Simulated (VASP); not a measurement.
## Gd: single point with PBE

The system is Gd.

```
CELL_PARAMETERS angstrom
3.27248 0.00000 0.00000
0.00000 3.27248 0.00000
0.00000 0.00000 3.27248
ATOMIC_POSITIONS crystal
Gd 0.00000 0.00000 0.00000
```

This isn't the form of Gd at room conditions, which is hcp.

| Item | Value |
| --- | --- |
| Program | VASP 6.6.1 |
| Task | single point |
| Functional | PBE |
| Potentials or basis | VASP PAW PBE potentials, release 64 (Gd) |
| Cutoff | 520 eV |
| k mesh | 13 × 13 × 13 |
| Occupations | fermi-dirac, width 0.08 eV |
| Spin | collinear spin, ferromagnetic start |
| Starting moments | [7.0] μB |
| Dipole correction | no |
| k mesh for the DOS | 20 × 20 × 20 |
| Occupations for the DOS | tetrahedron |
| Further INCAR settings | ALGO = Normal; EDIFF = 1e-06; NBANDS = 19 |

```json
{"Net moment": "7.84 μB per cell", "Site moments": "Gd +7.18 μB", "Valence electrons inside the program's atomic spheres": "Gd 15.24"}
```

Levels at points of the mesh, in eV from the Fermi level:
Spin up:
```csv
k point,band 9,band 10,band 11,band 12,band 13,band 14,band 15,band 16,band 17,band 18
"(0.00, 0.00, 0.00)",-4.94,-4.94,-4.89,-4.79,-1.37,-1.37,5.38,5.38,5.38,10.48
"(0.50, 0.00, 0.00)",-4.91,-4.87,-4.87,-2.29,-0.64,0.26,2.50,2.50,5.69,7.97
"(0.50, 0.50, 0.00)",-4.95,-4.88,-4.86,-2.31,-0.51,3.10,3.10,3.85,3.85,7.12
"(0.50, 0.50, 0.50)",-4.90,-4.90,-4.90,-1.08,-1.08,-1.08,5.71,7.33,7.35,8.30
```
Spin down:
| k point | band 2 | band 3 | band 4 | band 5 | band 6 | band 7 | band 8 | band 9 |
| --- | --- | --- | --- | --- | --- | --- | --- | --- |
| (0.00, 0.00, 0.00) | -20.01 | -20.01 | -20.01 | -3.87 | 0.27 | 0.27 | 0.40 | 0.40 |
| (0.50, 0.00, 0.00) | -21.02 | -19.91 | -19.91 | -0.96 | 0.07 | 0.24 | 0.44 | 0.44 |
| (0.50, 0.50, 0.00) | -20.86 | -20.86 | -19.82 | -1.58 | 0.25 | 0.25 | 0.42 | 0.46 |
| (0.50, 0.50, 0.50) | -20.73 | -20.73 | -20.73 | -0.12 | -0.12 | -0.12 | 0.17 | 0.41 |

Run time: 120 s on 1 thread of Intel(R) Xeon(R) 6975P-C (Granite Rapids) (shared host), peak memory 0.41 GiB.

Caveat: spin-orbit coupling is left out, which moves the levels of the heavy elements; semilocal functionals describe open f shells poorly, which spoils levels, moments and volumes. The state reached can hang on the start; a lower one may exist.
